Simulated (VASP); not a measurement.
# LiF (P4/mmm) in VASP: further runs, part 2 of 2

VASP 6.6.1. The steps go on from the part before.

## Step 3: Single point, r2SCAN (strain +0.080 along x and y, +0.000 along z)

The input, POSCAR:

```
LiF
1.0
    2.7642956400      0.0000000000      0.0000000000
    0.0000000000      2.7642956400      0.0000000000
    0.0000000000      0.0000000000      2.5595330000
Li F
1 1
Direct
    0.0000000000      0.0000000000      0.0000000000
    0.5000000000      0.5000000000      0.5000000000
```

The input, INCAR.step1:

```
SYSTEM = LiF
PREC = Accurate
ENCUT = 520
ISMEAR = 0
SIGMA = 0.05
LREAL = .FALSE.
LASPH = .TRUE.
NELM = 100
NBANDS = 12
GGA = PE
ALGO = Normal
EDIFF = 1E-4
LWAVE = .TRUE.
LCHARG = .FALSE.
```

The input, INCAR.step2:

```
SYSTEM = LiF
PREC = Accurate
ENCUT = 520
EDIFF = 1E-7
ISMEAR = 0
SIGMA = 0.05
LREAL = .FALSE.
LASPH = .TRUE.
NELM = 100
ALGO = Normal
ISIF = 2
LWAVE = .FALSE.
LCHARG = .FALSE.
METAGGA = R2SCAN
LMIXTAU = .TRUE.
NBANDS = 12
ISTART = 1
```

The input, KPOINTS:

```
Automatic mesh
0
G
  10 10 10
  0 0 0
```

Potentials or basis: VASP PAW PBE potentials, release 64 (Li_sv, F).

Run with:

```
$ cat potpaw_PBE.64/Li_sv/POTCAR potpaw_PBE.64/F/POTCAR > POTCAR
$ cp INCAR.step1 INCAR
$ mpirun -np 1 vasp_std > vasp.out
$ cp INCAR.step2 INCAR
$ mpirun -np 1 vasp_std > vasp.out
```

OUTCAR:

```text
SYSTEM = LiF
   PREC = Accurate
   ENCUT = 520
   EDIFF = 1E-7
   ISMEAR = 0
   LREAL = .FALSE.
   LASPH = .TRUE.
   NELM = 100
   ISIF = 2
   METAGGA = R2SCAN
   ISTART = 1

 ion  position               nearest neighbor table
   1  0.000  0.000  0.000-
   2  0.500  0.500  0.500-

  LATTYP: Found a simple tetragonal cell.
 ALAT       =     2.7642956400
 C/A-ratio  =     0.9259259259

  Lattice vectors:

 A1 = (   2.7642956400,   0.0000000000,   0.0000000000)
 A2 = (   0.0000000000,   2.7642956400,   0.0000000000)
 A3 = (   0.0000000000,   0.0000000000,   2.5595330000)

Analysis of symmetry for initial positions (statically):
=====================================================================
 Subroutine PRICEL returns:
 Original cell was already a primitive cell.

 Routine SETGRP: Setting up the symmetry group for a
 simple tetragonal supercell.

 Subroutine GETGRP returns: Found 16 space group operations
 (whereof 16 operations were pure point group operations)
 out of a pool of 16 trial point group operations.

The static configuration has the point symmetry D_4h.

Analysis of symmetry for dynamics (positions and initial velocities):
=====================================================================
 Subroutine PRICEL returns:
 Original cell was already a primitive cell.

 Routine SETGRP: Setting up the symmetry group for a
 simple tetragonal supercell.

 Subroutine GETGRP returns: Found 16 space group operations
 (whereof 16 operations were pure point group operations)
 out of a pool of 16 trial point group operations.

The dynamic configuration has the point symmetry D_4h.

 Subroutine INISYM returns: Found 16 space group operations
 (whereof 16 operations are pure point group operations),
 and found     1 'primitive' translations

----------------------------------------------------------------------------------------

                                     Primitive cell

  volume of cell :      19.5582

  direct lattice vectors                    reciprocal lattice vectors
     2.764295640  0.000000000  0.000000000     0.361755807  0.000000000  0.000000000
     0.000000000  2.764295640  0.000000000     0.000000000  0.361755807  0.000000000
     0.000000000  0.000000000  2.559533000     0.000000000  0.000000000  0.390696272

  length of vectors
     2.764295640  2.764295640  2.559533000     0.361755807  0.361755807  0.390696272

  position of ions in fractional coordinates (direct lattice)
     0.000000000  0.000000000  0.000000000
     0.500000000  0.500000000  0.500000000

  ion indices of the primitive-cell ions
   primitive index   ion index
                 1           1
                 2           2

----------------------------------------------------------------------------------------

 KPOINTS: Automatic mesh

Automatic generation of k-mesh.
 Grid dimensions read from file:
 generate k-points for:   10   10   10

 Generating k-lattice:

  Cartesian coordinates                     Fractional coordinates (reciprocal lattice)
     0.036175581  0.000000000  0.000000000     0.100000000  0.000000000  0.000000000
[... 39 lines left out ...]
  0.200000  0.000000  0.100000      8.000000
 [... further k-points ...]
   k-points           NKPTS =    126   k-points in BZ     NKDIM =    126   number of bands    NBANDS=     12
   number of dos      NEDOS =    301   number of ions     NIONS =      2
   total plane-waves  NPLWV =  11520
   dimension x,y,z NGX =    24 NGY =   24 NGZ =   20
   dimension x,y,z NGXF=    48 NGYF=   48 NGZF=   40
   ions per type =               1   1
   NGX,Y,Z   is equivalent  to a cutoff of  14.43, 14.43, 12.99 a.u.
   NGXF,Y,Z  is equivalent  to a cutoff of  28.87, 28.87, 25.98 a.u.
 SYSTEM =  LiF
   PREC   = accura    normal or accurate (medium, high low for compatibility)
   ISTART =      1    job   : 0-new  1-cont  2-samecut
   ICHARG =      0    charge: 1-file 2-atom 10-const
   ISPIN  =      1    spin polarized calculation?
   LNONCOLLINEAR =      F non collinear calculations
   LSORBIT =      F    spin-orbit coupling
   LASPH  =      T    aspherical Exc in radial PAW
   ENCUT  =  520.0 eV  38.22 Ry    6.18 a.u.   5.14  5.14  4.76*2*pi/ulx,y,z
   NELM   =    100;   NELMIN=  2; NELMDL=  0     # of ELM steps
   EDIFF  = 0.1E-06   stopping-criterion for ELM
   LREAL  =      F    real-space projection
   EDIFFG = 0.1E-05   stopping-criterion for IOM
   NSW    =      0    number of steps for IOM
   IBRION =     -1    ionic relax: 0-MD 1-quasi-New 2-CG
   NFREE  =      0    steps in history (QN), initial steepest desc. (CG)
   ISIF   =      2    stress and relaxation
   ISYM   =      2    0-nonsym 1-usesym 2-fastsym
   POTIM  = 0.5000    time-step for ionic-motion
   TEBEG  =    0.0;   TEEND  =   0.0 temperature during run
   PSTRESS=    0.0 pullay stress
   NELECT =      10.0000    total number of electrons
   NUPDOWN=      -1.0000    fix difference up-down
   EMIN   =  10.00;   EMAX   =-10.00  energy-range for DOS
   EFERMI =   0.00;   METHOD = LEGACY
   ISMEAR =     0;   SIGMA  =   0.05  broadening in eV -4-tet -1-fermi 0-gaus
   EFERMI_NEDOS =   21; number of points for ismear=-14 and -15
   IALGO  =     38    algorithm
   IMIX   =      4    mixing-type and parameters
     AMIX     =   0.40;   BMIX     =  1.00
     AMIX_MAG =   1.60;   BMIX_MAG =  1.00
  volume/ion in A,a.u.               =       9.78        65.99
  Fermi-wavevector in a.u.,A,eV,Ry     =   1.309076  2.473795 23.316039  1.713680
  Thomas-Fermi vector in A             =   2.439700
   LORBIT       =      0    0 simple, 1 ext, 2 COOP (PROOUT), +10 PAW based schemes
   METAGGA = R2SCAN    functional components
   LHFCALC =     F    Hartree Fock is set to
   AEXX    =    0.0000 exact exchange contribution
   IVDW    =     0    specifies the selected vdW correction
   LEPSILON=     F    determine dielectric tensor
   LRPA    =     F    only Hartree local field effects (RPA)
 non-spin polarized calculation
 Gauss-broadening in eV      SIGMA  =   0.05
  energy-cutoff  :      520.00
  volume of cell :       19.56
 maximum number of plane-waves:       542
 NGX is ok and might be reduce to    24
   NGX = 11   NGY = 11   NGZ =  9

 number of electron      10.0000010 magnetization

 Free energy of the ion-electron system (eV)
  ---------------------------------------------------
  ext. energy  EPLUGINS =         0.00000000
  ---------------------------------------------------
  free energy    TOTEN  =       -11.06309662 eV

  energy without entropy =      -11.06309662  energy(sigma->0) =      -11.06309662

 E-fermi :  -0.7500     XC(G=0):  -9.6723

 val. band max:       -1.0812574711   @ k =   0.5000   0.5000   0.0000
 cond. band min:       5.9970764958   @ k =   0.0000   0.0000   0.0000
 fundamental gap:      7.0783339669
 Fermi energy:        -0.7500321974

 k-point     1 :       0.0000    0.0000    0.0000
  band No.  band energies     occupation
      1     -45.7788      2.00000
      2     -22.7833      2.00000
      3      -2.1766      2.00000
      4      -2.1766      2.00000
      5      -1.4711      2.00000
      6       5.9971      0.00000
      7      16.5640      0.00000
      8      18.4536      0.00000
      9      18.6587      0.00000
     10      18.6587      0.00000
     11      20.9264      0.00000
     12      33.4814      0.00000
[... 331 lines left out ...]
 k-point    24 :       0.2000    0.0000    0.1000
  band No.  band energies     occupation
      1     -45.7688      2.00000
      2     -22.6484      2.00000
      3      -3.0186      2.00000
      4      -2.0364      2.00000
      5      -1.7315      2.00000
      6       7.0481      0.00000
      7      14.0182      0.00000
      8      17.4099      0.00000
      9      18.4864      0.00000
     10      21.7733      0.00000
     11      24.5724      0.00000
     12      29.5331      0.00000

 [... further k-points ...]

------------------------ aborting loop because EDIFF is reached ----------------------------------------

  FORCE on cell =-STRESS in cart. coord.  units (eV):
  Direction    XX          YY          ZZ          XY          YZ          ZX
  --------------------------------------------------------------------------------------
  -------------------------------------------------------------------------------------
  Total       -2.0305899     -2.0305899      0.0839126      0.0000000     -0.0000000      0.0000000
  in kB     -166.3424479   -166.3424479      6.8739778      0.0000000     -0.0000000      0.0000000
  external PRESSURE =    -108.6036393 kB  Pullay stress =       0.0000000 kB

 VOLUME and BASIS-vectors are now :
 -----------------------------------------------------------------------------
  energy-cutoff  :      520.00
  volume of cell :       19.56
      direct lattice vectors                 reciprocal lattice vectors
     2.764295640  0.000000000  0.000000000     0.361755807  0.000000000  0.000000000
     0.000000000  2.764295640  0.000000000     0.000000000  0.361755807  0.000000000
     0.000000000  0.000000000  2.559533000     0.000000000  0.000000000  0.390696272

 POSITION                                       TOTAL-FORCE (eV/Angst)
 -----------------------------------------------------------------------------------
      0.00000      0.00000      0.00000         0.000000      0.000000      0.000000
      1.38215      1.38215      1.27977         0.000000      0.000000      0.000000
 -----------------------------------------------------------------------------------
    total drift:                                0.000000     -0.000000     -0.000000

  FREE ENERGIE OF THE ION-ELECTRON SYSTEM (eV)
  ---------------------------------------------------
  free  energy   TOTEN  =       -11.0630966159 eV

  energy  without entropy=      -11.0630966159  energy(sigma->0) =      -11.06309662
```

OUTCAR.step1:

```text
SYSTEM = LiF
   PREC = Accurate
   ENCUT = 520
   ISMEAR = 0
   LREAL = .FALSE.
   LASPH = .TRUE.
[... 583 lines left out ...]
      0.00000      0.00000      0.00000         0.000000      0.000000      0.000000
      1.38215      1.38215      1.27977         0.000000      0.000000      0.000000
 -----------------------------------------------------------------------------------
    total drift:                                0.000000     -0.000000     -0.000000

  FREE ENERGIE OF THE ION-ELECTRON SYSTEM (eV)
  ---------------------------------------------------
  free  energy   TOTEN  =        -8.9215781269 eV

  energy  without entropy=       -8.9215781269  energy(sigma->0) =       -8.92157813
```

Wall time 2.3 min (1 thread of Intel Xeon 8259CL, shared host); peak memory 0.15 GiB.

Results:

```
Free energy            : -11.0631 eV
Band gap on the k mesh : 7.08 eV (least direct gap 7.47 eV)
```

Levels at points of the mesh, in eV from the valence-band top:
```csv
k point,band 3,band 4,band 5,band 6,band 7,band 8
"(0.00, 0.00, 0.00)",-1.10,-1.10,-0.39,7.08,17.65,19.53
"(0.50, 0.00, 0.00)",-3.35,-0.79,-0.17,9.06,13.00,18.89
"(0.50, 0.50, 0.00)",-3.05,-3.05,0.00,12.81,13.21,13.21
"(0.00, 0.00, 0.50)",-3.34,-0.66,-0.66,8.72,14.01,19.76
"(0.50, 0.00, 0.50)",-3.01,-2.78,-0.45,12.70,13.49,13.84
"(0.50, 0.50, 0.50)",-2.34,-2.08,-2.08,10.94,11.60,11.60
```

Caveat: the cell differs from its parent crystal (strain +0.080 along x and y, +0.000 along z); the cutoff is under 1.25 times the usual one of these potentials, so pressure, stress and relaxed cells hold a basis-set (Pulay) error; the PAW data sets were made with another functional, which shifts forces and pressure a little. A k mesh can miss the band edges.
